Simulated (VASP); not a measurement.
Input of a VASP 6.6.1 run:

The input INCAR:

```
ALGO = Fast ; EDIFF = 1E-7
ENCUT = 520 ; GGA = PE
ISIF = 2 ; ISMEAR = 0
LASPH = T ; LCHARG = F
LREAL = F ; LWAVE = F
NBANDS = 34 ; NELM = 100
PREC = Accurate ; SIGMA = 0.1
```

File KPOINTS:

```
k-points
0
Gamma
  9 9 10
```

The input POSCAR:

```
LiHg3S2
1.0
    6.4324397102      0.0000000000      0.0000000000
   -3.2162198551      5.5706561974      0.0000000000
    0.0000000000      0.0000000000      4.3209226418
Li Hg S
1 3 2
Direct
    0.0000000000      0.0000000000      0.0000000000
    0.5000000000      0.0000000000      0.5000000000
    0.0000000000      0.5000000000      0.5000000000
    0.5000000000      0.5000000000      0.5000000000
    0.6666666667      0.3333333333      0.0000000000
    0.3333333333      0.6666666667      0.0000000000
```

Potentials or basis: VASP PAW PBE potentials, release 64 (Li_sv, Hg, S).

Run with:

```sh
$ cat potpaw_PBE.64/Li_sv/POTCAR potpaw_PBE.64/Hg/POTCAR potpaw_PBE.64/S/POTCAR > POTCAR
$ mpirun -np 1 vasp_std > vasp.out
```

Q: Predict the band gap on the k mesh.

A: Zero (an odd number of electrons rules out a gap without spin polarisation).

Caveat: spin-orbit coupling is left out, which moves the levels of the heavy elements.
